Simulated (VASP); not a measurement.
Set up this calculation in VASP 6.6.1, as the native input.

```
Task                   : single point
Functional             : PBE
Potentials or basis    : VASP PAW PBE potentials, release 64 (Si, O, Mg)
Cutoff                 : 520 eV
k mesh                 : 6 × 6 × 6
Occupations            : fermi-dirac, width 0.02 eV
Spin                   : no spin polarisation
Dipole correction      : no
Further INCAR settings : ALGO = Normal; EDIFF = 1e-06; NBANDS = 16
```

The structure of Mg3SiO lies in POSCAR:

```
Mg3SiO
1.0
    4.2206343907      0.0000000000      0.0000000000
    0.0000000000      4.2206343907      0.0000000000
    0.0000000000      0.0000000000      4.2206343907
Si O Mg
1 1 3
Direct
    0.0000000000      0.0000000000      0.0000000000
    0.5000000000      0.5000000000      0.5000000000
    0.5000000000      0.5000000000      0.0000000000
    0.5000000000      0.0000000000      0.5000000000
    0.0000000000      0.5000000000      0.5000000000
```

The input as run:

INCAR

```
PREC = Accurate
ENCUT = 520
EDIFF = 1E-6
ISMEAR = -1
SIGMA = 0.02
LREAL = F
LASPH = T
NELM = 100
ALGO = Normal
ISIF = 2
LWAVE = F
LCHARG = F
GGA = PE
NBANDS = 16
```

KPOINTS

```
Automatic mesh
0
Gamma
  6 6 6
```

Potentials or basis: VASP PAW PBE potentials, release 64 (Si, O, Mg).

Launch:

```bash
$ cat potpaw_PBE.64/Si/POTCAR potpaw_PBE.64/O/POTCAR potpaw_PBE.64/Mg/POTCAR > POTCAR
$ mpirun -np 1 vasp_std > vasp.out
```

It gave:

```yaml
Pressure: -0.3 GPa
Band_gap_on_the_k_mesh: 0.09 eV (least direct gap 0.57 eV)
```

Wall time 16 s on 1 thread of Intel(R) Xeon(R) Platinum 8488C (Sapphire Rapids), with other jobs on the host, peak memory 0.18 GiB.
